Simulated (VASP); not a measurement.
The system is Re.

```
Re
1.0
     2.77687    0.00000    0.00000
    -1.38844    2.40484    0.00000
     0.00000    0.00000    4.47881
Re
2
Direct
  0.33333 0.66667 0.25000
  0.66667 0.33333 0.75000
```

Program: VASP 6.6.1. Alike in all runs: task single point; level PBE; potentials or basis VASP PAW PBE potentials, release 64 (Re); no spin polarisation; cell as given; k mesh 13 × 13 × 7; cutoff (eV) 520.

Order these runs on this cell by their pressure, lowest first.
A. smearing fermi-dirac 0.6 eV
B. smearing gaussian 0.01 eV
C. smearing fermi-dirac 1 eV
D. smearing gaussian 1 eV

B (-0.7 GPa), D (2.3 GPa), A (6.7 GPa), C (20.3 GPa).
